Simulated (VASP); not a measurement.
# GaSb2 (P6_3/mmc) in VASP: a series of runs

GaSb2 is run at these levels: PBE; tasks: single point.

Everything below comes from runs of VASP 6.6.1. Logs are shortened: lines on timing, memory, paths and dates and some standing lists are left out, and cuts for length are marked.

### Step 1. The cell of the first run

The structure is hexagonal, space group P6_3/mmc (No. 194). The conventional cell has a = 4.071 Å, b = 4.071 Å, c = 11.235 Å, α = 90.00°, β = 90.00°, γ = 120.00°. Ga (site symmetry -6m2) has 8 Sb at 2.95 to 3.84 Å within 3.9 Å. Sb (site symmetry 3m) has 4 Ga at 2.95 to 3.84 Å and 4 Sb at 3.13 to 3.55 Å within 3.9 Å.

### Step 2. Single point, PBE

INCAR reads:

```
SYSTEM = GaSb2
ALGO = Normal
EDIFF = 1E-6
ENCUT = 520
GGA = PE
ISIF = 2
ISMEAR = 0
LASPH = .TRUE.
LCHARG = .TRUE.
LELF = .TRUE.
LREAL = .FALSE.
LVHAR = .TRUE.
LWAVE = .FALSE.
NBANDS = 32
NELM = 80
PREC = Accurate
SIGMA = 0.1
```

KPOINTS reads:

```
k-points
0
G
  6 6 2
  0 0 0
```

POSCAR reads:

```
GaSb2
1.0
    4.0705787311      0.0000000000      0.0000000000
   -2.0352893656      3.5252245893      0.0000000000
    0.0000000000      0.0000000000     11.2352264507
Ga Sb
2 4
Direct
    0.3333333333      0.6666666667      0.2500000000
    0.6666666667      0.3333333333      0.7500000000
    0.3333333333      0.6666666667      0.5918275410
    0.6666666667      0.3333333333      0.0918275410
    0.3333333333      0.6666666667      0.9081724590
    0.6666666667      0.3333333333      0.4081724590
```

Potentials or basis: VASP PAW PBE potentials, release 64 (Ga_d, Sb).

Run with:

```bash
$ cat potpaw_PBE.64/Ga_d/POTCAR potpaw_PBE.64/Sb/POTCAR > POTCAR
$ mpirun -np 1 vasp_std > vasp.out
```

OUTCAR:

```text
SYSTEM = GaSb2
   EDIFF = 1E-6
   ENCUT = 520
   GGA = PE
   ISIF = 2
   ISMEAR = 0
   LASPH = .TRUE.
   LREAL = .FALSE.
   NELM = 80
   PREC = Accurate

 ion  position               nearest neighbor table
   1  0.333  0.667  0.250-   4 2.95   6 2.95   4 2.95   6 2.95   4 2.95   6 2.95
   2  0.667  0.333  0.750-   3 2.95   5 2.95   3 2.95   5 2.95   3 2.95   5 2.95
   3  0.333  0.667  0.592-   2 2.95   2 2.95   2 2.95   6 3.13   6 3.13   6 3.13   5 3.55
   4  0.667  0.333  0.092-   1 2.95   1 2.95   1 2.95   5 3.13   5 3.13   5 3.13   6 3.55
   5  0.333  0.667  0.908-   2 2.95   2 2.95   2 2.95   4 3.13   4 3.13   4 3.13   3 3.55
   6  0.667  0.333  0.408-   1 2.95   1 2.95   1 2.95   3 3.13   3 3.13   3 3.13   4 3.55

  LATTYP: Found a hexagonal cell.
 ALAT       =     4.0705787311
 C/A-ratio  =     2.7601054280

  Lattice vectors:

 A1 = (   4.0705787311,   0.0000000000,   0.0000000000)
 A2 = (  -2.0352893656,   3.5252245893,   0.0000000000)
 A3 = (   0.0000000000,   0.0000000000,  11.2352264507)

Analysis of symmetry for initial positions (statically):
=====================================================================
 Subroutine PRICEL returns:
 Original cell was already a primitive cell.

 Routine SETGRP: Setting up the symmetry group for a
 hexagonal supercell.

 Subroutine GETGRP returns: Found 24 space group operations
 (whereof 12 operations were pure point group operations)
 out of a pool of 24 trial point group operations.

The static configuration has the point symmetry D_3d.
 The point group associated with its full space group is D_6h.

Analysis of symmetry for dynamics (positions and initial velocities):
=====================================================================
 Subroutine PRICEL returns:
 Original cell was already a primitive cell.

 Routine SETGRP: Setting up the symmetry group for a
 hexagonal supercell.

 Subroutine GETGRP returns: Found 24 space group operations
 (whereof 12 operations were pure point group operations)
 out of a pool of 24 trial point group operations.

The dynamic configuration has the point symmetry D_3d.
 The point group associated with its full space group is D_6h.

 Subroutine INISYM returns: Found 24 space group operations
 (whereof 12 operations are pure point group operations),
 and found     1 'primitive' translations

----------------------------------------------------------------------------------------

                                     Primitive cell

  volume of cell :     161.2222

  direct lattice vectors                    reciprocal lattice vectors
     4.070578731  0.000000000  0.000000000     0.245665313  0.141834935  0.000000000
    -2.035289366  3.525224589  0.000000000     0.000000000  0.283669870  0.000000000
     0.000000000  0.000000000 11.235226451     0.000000000  0.000000000  0.089005772

  length of vectors
     4.070578731  4.070578731 11.235226451     0.283669870  0.283669870  0.089005772

  position of ions in fractional coordinates (direct lattice)
     0.333333333  0.666666667  0.250000000
     0.666666667  0.333333333  0.750000000
     0.333333333  0.666666667  0.591827541
     0.666666667  0.333333333  0.091827541
     0.333333333  0.666666667  0.908172459
     0.666666667  0.333333333  0.408172459

  ion indices of the primitive-cell ions
   primitive index   ion index
                 1           1
                 2           2
                 3           3
                 4           4
                 5           5
                 6           6

----------------------------------------------------------------------------------------

 KPOINTS: k-points

Automatic generation of k-mesh.
 Grid dimensions read from file:
 generate k-points for:    6    6    2

 Generating k-lattice:

  Cartesian coordinates                     Fractional coordinates (reciprocal lattice)
     0.040944219  0.023639156  0.000000000     0.166666667  0.000000000  0.000000000
     0.000000000  0.047278312  0.000000000     0.000000000  0.166666667  0.000000000
     0.000000000  0.000000000  0.044502886     0.000000000  0.000000000  0.500000000

  Length of vectors
     0.047278312  0.047278312  0.044502886

  Shift w.r.t. Gamma in fractional coordinates (k-lattice)
     0.000000000  0.000000000  0.000000000

 Subroutine IBZKPT returns following result:
 ===========================================

 Found     14 irreducible k-points:

 Following reciprocal coordinates:
            Coordinates               Weight
  0.000000  0.000000  0.000000      1.000000
  0.166667  0.000000  0.000000      6.000000
  0.333333  0.000000  0.000000      6.000000
  0.500000  0.000000  0.000000      3.000000
  0.166667  0.166667  0.000000      6.000000
  0.333333  0.166667  0.000000     12.000000
  0.333333  0.333333  0.000000      2.000000
  0.000000  0.000000  0.500000      1.000000
  0.166667  0.000000  0.500000      6.000000
  0.333333  0.000000  0.500000      6.000000
  0.500000  0.000000  0.500000      3.000000
  0.166667  0.166667  0.500000      6.000000
  0.333333  0.166667  0.500000     12.000000
  0.333333  0.333333  0.500000      2.000000
   k-points           NKPTS =     14   k-points in BZ     NKDIM =     14   number of bands    NBANDS=     32
   number of dos      NEDOS =    301   number of ions     NIONS =      6
   total plane-waves  NPLWV =  75600
   dimension x,y,z NGX =    30 NGY =   30 NGZ =   84
   dimension x,y,z NGXF=    60 NGYF=   60 NGZF=  168
   ions per type =               2   4
   NGX,Y,Z   is equivalent  to a cutoff of  12.25, 12.25, 12.43 a.u.
   NGXF,Y,Z  is equivalent  to a cutoff of  24.50, 24.50, 24.86 a.u.
 SYSTEM =  GaSb2
   PREC   = accura    normal or accurate (medium, high low for compatibility)
   ISTART =      0    job   : 0-new  1-cont  2-samecut
   ICHARG =      2    charge: 1-file 2-atom 10-const
   ISPIN  =      1    spin polarized calculation?
   LNONCOLLINEAR =      F non collinear calculations
   LSORBIT =      F    spin-orbit coupling
   LASPH  =      T    aspherical Exc in radial PAW
   ENCUT  =  520.0 eV  38.22 Ry    6.18 a.u.   7.57  7.57 20.89*2*pi/ulx,y,z
   NELM   =     80;   NELMIN=  2; NELMDL= -5     # of ELM steps
   EDIFF  = 0.1E-05   stopping-criterion for ELM
   LREAL  =      F    real-space projection
   EDIFFG = 0.1E-04   stopping-criterion for IOM
   NSW    =      0    number of steps for IOM
   IBRION =     -1    ionic relax: 0-MD 1-quasi-New 2-CG
   NFREE  =      0    steps in history (QN), initial steepest desc. (CG)
   ISIF   =      2    stress and relaxation
   ISYM   =      2    0-nonsym 1-usesym 2-fastsym
   POTIM  = 0.5000    time-step for ionic-motion
   TEBEG  =    0.0;   TEEND  =   0.0 temperature during run
   PSTRESS=    0.0 pullay stress
   NELECT =      46.0000    total number of electrons
   NUPDOWN=      -1.0000    fix difference up-down
   EMIN   =  10.00;   EMAX   =-10.00  energy-range for DOS
   EFERMI =   0.00;   METHOD = LEGACY
   ISMEAR =     0;   SIGMA  =   0.10  broadening in eV -4-tet -1-fermi 0-gaus
   EFERMI_NEDOS =   21; number of points for ismear=-14 and -15
   IALGO  =     38    algorithm
   IMIX   =      4    mixing-type and parameters
     AMIX     =   0.40;   BMIX     =  1.00
     AMIX_MAG =   1.60;   BMIX_MAG =  1.00
  volume/ion in A,a.u.               =      26.87       181.33
  Fermi-wavevector in a.u.,A,eV,Ry     =   1.077753  2.036658 15.803864  1.161551
  Thomas-Fermi vector in A             =   2.213673
   LORBIT       =      0    0 simple, 1 ext, 2 COOP (PROOUT), +10 PAW based schemes
   GGA     = PE    functional components
   LHFCALC =     F    Hartree Fock is set to
   AEXX    =    0.0000 exact exchange contribution
   IVDW    =     0    specifies the selected vdW correction
   LEPSILON=     F    determine dielectric tensor
   LRPA    =     F    only Hartree local field effects (RPA)
 non-spin polarized calculation
 Gauss-broadening in eV      SIGMA  =   0.10
  energy-cutoff  :      520.00
  volume of cell :      161.22
 maximum number of plane-waves:      4374
   NGX = 15   NGY = 15   NGZ = 41

 number of electron      46.0000012 magnetization

 Free energy of the ion-electron system (eV)
  ---------------------------------------------------
  ext. energy  EPLUGINS =         0.00000000
  ---------------------------------------------------
  free energy    TOTEN  =       -21.66280865 eV

  energy without entropy =      -21.64942413  energy(sigma->0) =      -21.65611639

 E-fermi :   6.5368     XC(G=0):  -9.8284

 val. band max:        6.4636092030   @ k =   0.1667   0.1667   0.0000
 cond. band min:       6.5553028334   @ k =   0.3333   0.0000   0.0000
 fundamental gap:      0.0916936304
 Fermi energy:         6.5368319595

 k-point     1 :       0.0000    0.0000    0.0000
  band No.  band energies     occupation
      1      -8.3755      2.00000
      2      -8.3755      2.00000
      3      -8.3750      2.00000
      4      -8.3750      2.00000
      5      -8.3736      2.00000
      6      -8.3707      2.00000
[... 24 lines left out ...]
     31      10.3682      0.00000
     32      10.3682      0.00000

 k-point     2 :       0.1667    0.0000    0.0000
  band No.  band energies     occupation
      1      -8.3832      2.00000
      2      -8.3826      2.00000
      3      -8.3766      2.00000
      4      -8.3760      2.00000
      5      -8.3730      2.00000
      6      -8.3724      2.00000
[... 24 lines left out ...]
     31      10.7954      0.00000
     32      11.1125      0.00000
[... 383 lines left out ...]
     31      11.6370      0.00000
     32      11.6370      0.00000

 k-point    14 :       0.3333    0.3333    0.5000
  band No.  band energies     occupation
      1      -8.4021      2.00000
      2      -8.4021      2.00000
      3      -8.3857      2.00000
      4      -8.3857      2.00000
      5      -8.3723      2.00000
      6      -8.3723      2.00000
[... 24 lines left out ...]
     31      12.3244      0.00000
     32      12.3244      0.00000

------------------------ aborting loop because EDIFF is reached ----------------------------------------

  FORCE on cell =-STRESS in cart. coord.  units (eV):
  Direction    XX          YY          ZZ          XY          YZ          ZX
  --------------------------------------------------------------------------------------
  -------------------------------------------------------------------------------------
  Total        0.9013877      0.9013877     -0.8999081     -0.0000000     -0.0000000      0.0000000
  in kB        8.9577187      8.9577187     -8.9430152     -0.0000000     -0.0000000      0.0000000
  external PRESSURE =       2.9908074 kB  Pullay stress =       0.0000000 kB

 VOLUME and BASIS-vectors are now :
 -----------------------------------------------------------------------------
  energy-cutoff  :      520.00
  volume of cell :      161.22
      direct lattice vectors                 reciprocal lattice vectors
     4.070578731  0.000000000  0.000000000     0.245665313  0.141834935  0.000000000
    -2.035289366  3.525224589  0.000000000     0.000000000  0.283669870  0.000000000
     0.000000000  0.000000000 11.235226451     0.000000000  0.000000000  0.089005772

 POSITION                                       TOTAL-FORCE (eV/Angst)
 -----------------------------------------------------------------------------------
     -0.00000      2.35015      2.80881        -0.000000     -0.000000      0.000000
      2.03529      1.17507      8.42642        -0.000000     -0.000000      0.000000
     -0.00000      2.35015      6.64932        -0.000000      0.000000     -0.049840
      2.03529      1.17507      1.03170         0.000000      0.000000     -0.049840
     -0.00000      2.35015     10.20352         0.000000      0.000000      0.049840
      2.03529      1.17507      4.58591         0.000000     -0.000000      0.049840
 -----------------------------------------------------------------------------------
    total drift:                               -0.000000      0.000000     -0.000000

  FREE ENERGIE OF THE ION-ELECTRON SYSTEM (eV)
  ---------------------------------------------------
  free  energy   TOTEN  =       -21.6628086484 eV

  energy  without entropy=      -21.6494241328  energy(sigma->0) =      -21.65611639
```

Run time: 2.3 min. Hardware: 1 thread of Intel Xeon 8259CL, shared host; peak memory 0.28 GiB.

Results:

```
Free energy            : -21.6628 eV
Pressure               : 0.3 GPa
Largest force          : 0.050 eV/Å
Band gap on the k mesh : zero (bands 23 and 24 overlap by 2.22 eV)
```

Forces in eV/Å, atoms in the order of the input:
```
Ga   0.000  0.000  0.000
Ga   0.000  0.000  0.000
Sb   0.000  0.000 -0.050
Sb   0.000  0.000 -0.050
Sb   0.000  0.000  0.050
Sb   0.000  0.000  0.050
```

Levels at points of the mesh, in eV from the Fermi level:
```tsv
k point	band 18	band 19	band 20	band 21	band 22	band 23	band 24	band 25	band 26	band 27
(0.00, 0.00, 0.00)	-0.71	-0.71	0.11	0.11	0.72	0.72	0.98	1.03	2.06	2.06
(0.50, 0.00, 0.00)	-4.01	-2.73	-2.41	-2.20	-1.44	-0.70	-0.57	0.82	1.50	1.65
(0.00, 0.00, 0.50)	-0.44	-0.44	-0.44	-0.16	-0.16	1.51	1.51	1.51	1.51	2.44
(0.50, 0.00, 0.50)	-4.35	-2.09	-2.09	-2.00	-2.00	0.15	0.15	0.51	0.51	0.90
```

Caveat: spin-orbit coupling is left out, which moves the levels of the heavy elements.

### Step 3. Single point, PBE

This run uses another cell than the first one, of 27.47 Å³/atom.

INCAR reads:

```
SYSTEM = GaSb2
  ALGO = Normal
  EDIFF = 1E-6
  ENCUT = 520
  GGA = PE
  ISIF = 2
  ISMEAR = 0
  LASPH = .True.
  LCHARG = .True.
  LELF = .True.
  LREAL = .False.
  LVHAR = .True.
  LWAVE = .False.
  NBANDS = 32
  NELM = 60
  PREC = Accurate
  SIGMA = 0.1
```

KPOINTS reads:

```
k-points
0
Gamma
  6 6 2
  0 0 0
```

POSCAR reads:

```
GaSb2
1.0
    4.1597421214      0.0000000000      0.0000000000
   -2.0798710607      3.6024423503      0.0000000000
    0.0000000000      0.0000000000     11.0003449797
Ga Sb
2 4
Direct
    0.3333333333      0.6666666667      0.2500000000
    0.6666666667      0.3333333333      0.7500000000
    0.3333333333      0.6666666667      0.5901617178
    0.6666666667      0.3333333333      0.0901617178
    0.3333333333      0.6666666667      0.9098382822
    0.6666666667      0.3333333333      0.4098382822
```

Potentials or basis: VASP PAW PBE potentials, release 64 (Ga_d, Sb).

Run with:

```bash
$ cat potpaw_PBE.64/Ga_d/POTCAR potpaw_PBE.64/Sb/POTCAR > POTCAR
$ mpirun -np 1 vasp_std > vasp.out
```

Run time: 1.7 min. Hardware: 1 thread of Intel Xeon 8259CL, shared host; peak memory 0.31 GiB.

It converged, with:

```yaml
Free_energy: -21.7041 eV
Pressure: 0.0 GPa
Largest_force: 0.004 eV/Å
Band_gap_on_the_k_mesh: zero (bands 23 and 24 overlap by 2.00 eV)
```

Forces on the atoms (eV/Å):
```
Ga   0.000  0.000  0.000
Ga   0.000  0.000  0.000
Sb   0.000  0.000  0.004
Sb   0.000  0.000  0.004
Sb   0.000  0.000 -0.004
Sb   0.000  0.000 -0.004
```

Levels at points of the mesh, in eV from the Fermi level:
| k point | band 20 | band 21 | band 22 | band 23 | band 24 | band 25 |
| --- | --- | --- | --- | --- | --- | --- |
| (0.00, 0.00, 0.00) | -0.30 | -0.30 | 0.45 | 0.45 | 0.46 | 0.50 |
| (0.50, 0.00, 0.00) | -2.62 | -2.18 | -1.73 | -0.84 | -0.75 | 1.10 |
| (0.00, 0.00, 0.50) | -0.83 | -0.46 | -0.46 | 1.25 | 1.25 | 1.25 |
| (0.50, 0.00, 0.50) | -2.37 | -1.90 | -1.90 | 0.26 | 0.26 | 0.38 |

Caveat: spin-orbit coupling is left out, which moves the levels of the heavy elements.

[end of part 1 of 2]
